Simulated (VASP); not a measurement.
# SnPb2Se3 (P-3m1) in VASP: single point with PBE

Aim: the single point of SnPb2Se3 with PBE.

Program: VASP 6.6.1. These are calculated values, not measurements. Logs are shortened: lines on timing, memory, paths and dates and some standing lists are left out, and cuts for length are marked.

## (1) The cell of the first run

Symmetry: P-3m1, No. 164, trigonal system. The conventional cell has a = 4.361 Å, b = 4.361 Å, c = 10.688 Å, α = 90.00°, β = 90.00°, γ = 120.00°. Sn (site symmetry -3m) has 6 Se at 3.04 Å within 4.0 Å. Pb (site symmetry 3m) has 6 Se at 3.10 to 3.11 Å within 4.1 Å. Se (site symmetry 3m) has 3 Sn at 3.04 Å and 3 Pb at 3.11 Å within 4.0 Å. Se (site symmetry -3m) has 6 Pb at 3.10 Å within 4.1 Å.

## (2) Single point, PBE

File INCAR:

```
SYSTEM = SnPb2Se3
PREC = Accurate
ENCUT = 520
EDIFF = 1E-7
ISMEAR = 0
SIGMA = 0.2
LREAL = .FALSE.
LASPH = .TRUE.
NELM = 100
ALGO = Normal
ISIF = 2
LWAVE = .FALSE.
LCHARG = .FALSE.
GGA = PE
NBANDS = 72
```

File KPOINTS:

```
regular mesh
0
G
  6 4 2
  0 0 0
```

File POSCAR:

```
SnPb2Se3
1.0
    4.3608072984      0.0000000289      0.0000000000
   -0.0000000500      7.5531398028      0.0000000000
    0.0000000000      0.0000000000     10.6883621000
Sn Pb Se
2 4 6
Direct
    0.0000000000      0.0000000000      0.0000000000
    0.5000000000      0.5000000000      0.0000000000
    1.0000000000      0.3333333333      0.6694280000
    0.5000000000      0.8333333333      0.6694280000
    0.5000000000      0.1666666667      0.3305720000
    1.0000000000      0.6666666667      0.3305720000
    0.5000000000      0.1666666667      0.8399360000
    1.0000000000      0.6666666667      0.8399360000
    0.0000000000      0.0000000000      0.5000000000
    0.5000000000      0.5000000000      0.5000000000
    1.0000000000      0.3333333333      0.1600640000
    0.5000000000      0.8333333333      0.1600640000
```

Potentials or basis: VASP PAW PBE potentials, release 64 (Sn_d, Pb_d, Se).

Launch:

```bash
cat potpaw_PBE.64/Sn_d/POTCAR potpaw_PBE.64/Pb_d/POTCAR potpaw_PBE.64/Se/POTCAR > POTCAR
mpirun -np 1 vasp_std > vasp.out
```

OUTCAR:

```text
SYSTEM = SnPb2Se3
   PREC = Accurate
   ENCUT = 520
   EDIFF = 1E-7
   ISMEAR = 0
   LREAL = .FALSE.
   LASPH = .TRUE.
   NELM = 100
   ISIF = 2
   GGA = PE

 ion  position               nearest neighbor table
   1  0.000  0.000  0.000-   8 3.04  11 3.04  12 3.04   7 3.04   7 3.04  12 3.04
   2  0.500  0.500  0.000-   7 3.04  12 3.04  11 3.04   8 3.04   8 3.04  11 3.04
   3  0.000  0.333  0.669-   9 3.10  10 3.10  10 3.10   7 3.11   7 3.11   8 3.11
   4  0.500  0.833  0.669-  10 3.10   9 3.10   9 3.10   8 3.11   8 3.11   7 3.11
   5  0.500  0.167  0.331-  10 3.10   9 3.10   9 3.10  11 3.11  11 3.11  12 3.11
   6  0.000  0.667  0.331-   9 3.10  10 3.10  10 3.10  12 3.11  12 3.11  11 3.11
   7  0.500  0.167  0.840-   2 3.04   1 3.04   1 3.04   3 3.11   3 3.11   4 3.11
   8  0.000  0.667  0.840-   1 3.04   2 3.04   2 3.04   4 3.11   4 3.11   3 3.11
   9  0.000  0.000  0.500-   3 3.10   6 3.10   4 3.10   5 3.10   4 3.10   5 3.10
  10  0.500  0.500  0.500-   4 3.10   5 3.10   3 3.10   6 3.10   3 3.10   6 3.10
  11  0.000  0.333  0.160-   1 3.04   2 3.04   2 3.04   5 3.11   5 3.11   6 3.11
  12  0.500  0.833  0.160-   2 3.04   1 3.04   1 3.04   6 3.11   6 3.11   5 3.11

  LATTYP: Found a simple orthorhombic cell.
 ALAT       =     4.3608072984
 B/A-ratio  =     1.7320508076
 C/A-ratio  =     2.4510053686

  Lattice vectors:

 A1 = (   4.3608072984,   0.0000000289,   0.0000000000)
 A2 = (  -0.0000000500,   7.5531398028,   0.0000000000)
 A3 = (   0.0000000000,   0.0000000000,  10.6883621000)

Analysis of symmetry for initial positions (statically):
=====================================================================
 Subroutine PRICEL returns following result:

  LATTYP: Found a hexagonal cell.
 ALAT       =     4.3608072984
 C/A-ratio  =     2.4510053686

  Lattice vectors:

 A1 = (  -4.3608072984,  -0.0000000289,   0.0000000000)
 A2 = (   2.1804036742,  -3.7765698870,   0.0000000000)
 A3 = (   0.0000000000,   0.0000000000,  10.6883621000)

   2 primitive cells build up your supercell.

 Routine SETGRP: Setting up the symmetry group for a
 simple orthorhombic supercell.

 Subroutine GETGRP returns: Found  4 space group operations
 (whereof  4 operations were pure point group operations)
 out of a pool of  8 trial point group operations.

The static configuration has the point symmetry C_2h.

Analysis of symmetry for dynamics (positions and initial velocities):
=====================================================================
 Subroutine PRICEL returns following result:

  LATTYP: Found a hexagonal cell.
 ALAT       =     4.3608072984
 C/A-ratio  =     2.4510053686

  Lattice vectors:

 A1 = (  -4.3608072984,  -0.0000000289,   0.0000000000)
 A2 = (   2.1804036742,  -3.7765698870,   0.0000000000)
 A3 = (   0.0000000000,   0.0000000000,  10.6883621000)

   2 primitive cells build up your supercell.

 Routine SETGRP: Setting up the symmetry group for a
 simple orthorhombic supercell.

 Subroutine GETGRP returns: Found  4 space group operations
 (whereof  4 operations were pure point group operations)
 out of a pool of  8 trial point group operations.

The dynamic configuration has the point symmetry C_2h.

 Subroutine INISYM returns: Found  4 space group operations
 (whereof  4 operations are pure point group operations),
 and found     2 'primitive' translations

----------------------------------------------------------------------------------------

                                     Primitive cell

  volume of cell :     176.0255

  direct lattice vectors                    reciprocal lattice vectors
    -4.360807298 -0.000000029  0.000000000    -0.229315337 -0.132395274  0.000000000
     2.180403674 -3.776569887  0.000000000     0.000000002 -0.264790544  0.000000000
     0.000000000  0.000000000 10.688362100     0.000000000  0.000000000  0.093559705

  length of vectors
     4.360807298  4.360807298 10.688362100     0.264790544  0.264790544  0.093559705

  position of ions in fractional coordinates (direct lattice)
     0.000000000  0.000000000  0.000000000
     0.666666667  0.333333333  0.669428000
     0.333333333  0.666666667  0.330572000
     0.333333333  0.666666667  0.839936000
     0.000000000  0.000000000  0.500000000
     0.666666667  0.333333333  0.160064000

  ion indices of the primitive-cell ions
   primitive index   ion index
                 1           1
                 2           3
                 3           6
                 4           8
                 5           9
                 6          11

----------------------------------------------------------------------------------------

 KPOINTS: regular mesh

Automatic generation of k-mesh.
 Grid dimensions read from file:
 generate k-points for:    6    4    2

 Generating k-lattice:

  Cartesian coordinates                     Fractional coordinates (reciprocal lattice)
     0.038219223  0.000000000  0.000000000     0.166666667  0.000000000  0.000000000
    -0.000000000  0.033098818  0.000000000     0.000000000  0.250000000  0.000000000
     0.000000000  0.000000000  0.046779852     0.000000000  0.000000000  0.500000000

  Length of vectors
     0.038219223  0.033098818  0.046779852

  Shift w.r.t. Gamma in fractional coordinates (k-lattice)
     0.000000000  0.000000000  0.000000000

 Subroutine IBZKPT returns following result:
 ===========================================

 Found     24 irreducible k-points:

 Following reciprocal coordinates:
            Coordinates               Weight
  0.000000  0.000000  0.000000      1.000000
  0.166667  0.000000  0.000000      2.000000
  0.333333  0.000000  0.000000      2.000000
  0.500000  0.000000  0.000000      1.000000
  0.000000  0.250000  0.000000      2.000000
  0.166667  0.250000  0.000000      4.000000
[... 16 lines left out ...]
  0.333333  0.500000  0.500000      2.000000
  0.500000  0.500000  0.500000      1.000000
   k-points           NKPTS =     24   k-points in BZ     NKDIM =     24   number of bands    NBANDS=     72
   number of dos      NEDOS =    301   number of ions     NIONS =     12
   total plane-waves  NPLWV = 143360
   dimension x,y,z NGX =    32 NGY =   56 NGZ =   80
   dimension x,y,z NGXF=    64 NGYF=  112 NGZF=  160
   ions per type =               2   4   6
   NGX,Y,Z   is equivalent  to a cutoff of  12.20, 12.33, 12.44 a.u.
   NGXF,Y,Z  is equivalent  to a cutoff of  24.40, 24.65, 24.89 a.u.
 SYSTEM =  SnPb2Se3
   PREC   = accura    normal or accurate (medium, high low for compatibility)
   ISTART =      0    job   : 0-new  1-cont  2-samecut
   ICHARG =      2    charge: 1-file 2-atom 10-const
   ISPIN  =      1    spin polarized calculation?
   LNONCOLLINEAR =      F non collinear calculations
   LSORBIT =      F    spin-orbit coupling
   LASPH  =      T    aspherical Exc in radial PAW
   ENCUT  =  520.0 eV  38.22 Ry    6.18 a.u.   8.11 14.04 19.87*2*pi/ulx,y,z
   NELM   =    100;   NELMIN=  2; NELMDL= -5     # of ELM steps
   EDIFF  = 0.1E-06   stopping-criterion for ELM
   LREAL  =      F    real-space projection
   EDIFFG = 0.1E-05   stopping-criterion for IOM
   NSW    =      0    number of steps for IOM
   IBRION =     -1    ionic relax: 0-MD 1-quasi-New 2-CG
   NFREE  =      0    steps in history (QN), initial steepest desc. (CG)
   ISIF   =      2    stress and relaxation
   ISYM   =      2    0-nonsym 1-usesym 2-fastsym
   POTIM  = 0.5000    time-step for ionic-motion
   TEBEG  =    0.0;   TEEND  =   0.0 temperature during run
   PSTRESS=    0.0 pullay stress
   NELECT =     120.0000    total number of electrons
   NUPDOWN=      -1.0000    fix difference up-down
   EMIN   =  10.00;   EMAX   =-10.00  energy-range for DOS
   EFERMI =   0.00;   METHOD = LEGACY
   ISMEAR =     0;   SIGMA  =   0.20  broadening in eV -4-tet -1-fermi 0-gaus
   EFERMI_NEDOS =   21; number of points for ismear=-14 and -15
   IALGO  =     38    algorithm
   IMIX   =      4    mixing-type and parameters
     AMIX     =   0.40;   BMIX     =  1.00
     AMIX_MAG =   1.60;   BMIX_MAG =  1.00
  volume/ion in A,a.u.               =      29.34       197.98
  Fermi-wavevector in a.u.,A,eV,Ry     =   1.143580  2.161054 17.793376  1.307776
  Thomas-Fermi vector in A             =   2.280275
   LORBIT       =      0    0 simple, 1 ext, 2 COOP (PROOUT), +10 PAW based schemes
   GGA     = PE    functional components
   LHFCALC =     F    Hartree Fock is set to
   AEXX    =    0.0000 exact exchange contribution
   IVDW    =     0    specifies the selected vdW correction
   LEPSILON=     F    determine dielectric tensor
   LRPA    =     F    only Hartree local field effects (RPA)
 non-spin polarized calculation
 Gauss-broadening in eV      SIGMA  =   0.20
  energy-cutoff  :      520.00
  volume of cell :      352.05
 maximum number of plane-waves:      9532
   NGX = 17   NGY = 29   NGZ = 39

 number of electron     120.0000018 magnetization

 Free energy of the ion-electron system (eV)
  ---------------------------------------------------
  ext. energy  EPLUGINS =         0.00000000
  ---------------------------------------------------
  free energy    TOTEN  =       -49.18806227 eV

  energy without entropy =      -49.17097769  energy(sigma->0) =      -49.17951998

 E-fermi :   4.9758     XC(G=0):  -9.3731

 val. band max:        4.9189773161   @ k =   0.5000   0.5000   0.5000
 cond. band min:       5.0377836218   @ k =   0.0000   0.0000   0.5000
 fundamental gap:      0.1188063057
 Fermi energy:         4.9757960392

 k-point     1 :       0.0000    0.0000    0.0000
  band No.  band energies     occupation
      1     -16.6566      2.00000
      2     -16.6488      2.00000
      3     -16.6466      2.00000
      4     -16.6456      2.00000
      5     -16.6455      2.00000
      6     -16.6451      2.00000
[... 64 lines left out ...]
     71       8.0745      0.00000
     72       8.1498      0.00000
[... 1723 lines left out ...]
     71       9.1324      0.00000
     72       9.1748      0.00000

------------------------ aborting loop because EDIFF is reached ----------------------------------------

  FORCE on cell =-STRESS in cart. coord.  units (eV):
  Direction    XX          YY          ZZ          XY          YZ          ZX
  --------------------------------------------------------------------------------------
  -------------------------------------------------------------------------------------
  Total       -0.2454850     -0.1264317     -0.1455729     -0.0000000      0.0642786     -0.0000000
  in kB       -1.1171977     -0.5753882     -0.6624993     -0.0000000      0.2925307     -0.0000000
  external PRESSURE =      -0.7850284 kB  Pullay stress =       0.0000000 kB

 VOLUME and BASIS-vectors are now :
 -----------------------------------------------------------------------------
  energy-cutoff  :      520.00
  volume of cell :      352.05
      direct lattice vectors                 reciprocal lattice vectors
     4.360807298  0.000000029  0.000000000     0.229315338  0.000000002  0.000000000
    -0.000000050  7.553139803  0.000000000    -0.000000001  0.132395272  0.000000000
     0.000000000  0.000000000 10.688362100     0.000000000  0.000000000  0.093559705

 POSITION                                       TOTAL-FORCE (eV/Angst)
 -----------------------------------------------------------------------------------
      0.00000      0.00000      0.00000         0.000000     -0.000000      0.000000
      2.18040      3.77657      0.00000         0.000000     -0.000000     -0.000000
     -0.00000      2.51771      7.15509         0.000000     -0.001731      0.000592
      2.18040      6.29428      7.15509         0.000000     -0.001731      0.000592
      2.18040      1.25886      3.53327        -0.000000      0.001731     -0.000592
     -0.00000      5.03543      3.53327        -0.000000      0.001731     -0.000592
      2.18040      1.25886      8.97754        -0.000000      0.002076      0.002290
     -0.00000      5.03543      8.97754        -0.000000      0.002076      0.002290
      0.00000      0.00000      5.34418         0.000000      0.000000      0.000000
      2.18040      3.77657      5.34418        -0.000000     -0.000000      0.000000
     -0.00000      2.51771      1.71082         0.000000     -0.002076     -0.002290
      2.18040      6.29428      1.71082         0.000000     -0.002076     -0.002290
 -----------------------------------------------------------------------------------
    total drift:                                0.000000     -0.000000     -0.000000

  FREE ENERGIE OF THE ION-ELECTRON SYSTEM (eV)
  ---------------------------------------------------
  free  energy   TOTEN  =       -49.1880622748 eV

  energy  without entropy=      -49.1709776862  energy(sigma->0) =      -49.17951998
```

Wall time 14 min (1 thread of Intel Xeon Platinum 8259CL at 2.50GHz (Skylake/Cascade Lake), shared host); peak memory 0.69 GiB.

Results:

- Free energy: -49.1881 eV
- Pressure: -0.1 GPa
- Largest force: 0.003 eV/Å
- Band gap on the k mesh: 0.12 eV

Forces on the atoms (eV/Å):
```
Sn   0.000  0.000  0.000
Sn   0.000  0.000  0.000
Pb   0.000 -0.002  0.001
Pb   0.000 -0.002  0.001
Pb   0.000  0.002 -0.001
Pb   0.000  0.002 -0.001
Se   0.000  0.002  0.002
Se   0.000  0.002  0.002
Se   0.000  0.000  0.000
Se   0.000  0.000  0.000
Se   0.000 -0.002 -0.002
Se   0.000 -0.002 -0.002
```

Levels at points of the mesh, in eV from the valence-band top:
```csv
k point,band 57,band 58,band 59,band 60,band 61,band 62,band 63,band 64
"(0.00, 0.00, 0.00)",-1.61,-1.27,-0.82,-0.69,1.03,1.39,1.60,1.62
"(0.50, 0.00, 0.00)",-1.70,-1.70,-0.75,-0.75,1.17,1.17,1.91,1.91
"(0.00, 0.50, 0.00)",-1.05,-1.05,-0.67,-0.67,1.16,1.16,1.62,1.62
"(0.50, 0.50, 0.00)",-1.61,-1.61,-1.27,-1.27,1.60,1.60,1.62,1.62
"(0.00, 0.00, 0.50)",-1.53,-1.50,-0.02,0.00,0.12,0.12,1.46,1.46
"(0.50, 0.00, 0.50)",-1.39,-1.39,-0.82,-0.82,1.62,1.62,1.84,1.84
"(0.00, 0.50, 0.50)",-1.60,-1.60,-0.69,-0.69,1.31,1.31,2.04,2.04
"(0.50, 0.50, 0.50)",-1.63,-1.63,0.00,0.00,0.12,0.12,1.46,1.46
```

Caveat: spin-orbit coupling is left out, which moves the levels of the heavy elements. A k mesh can miss the band edges.
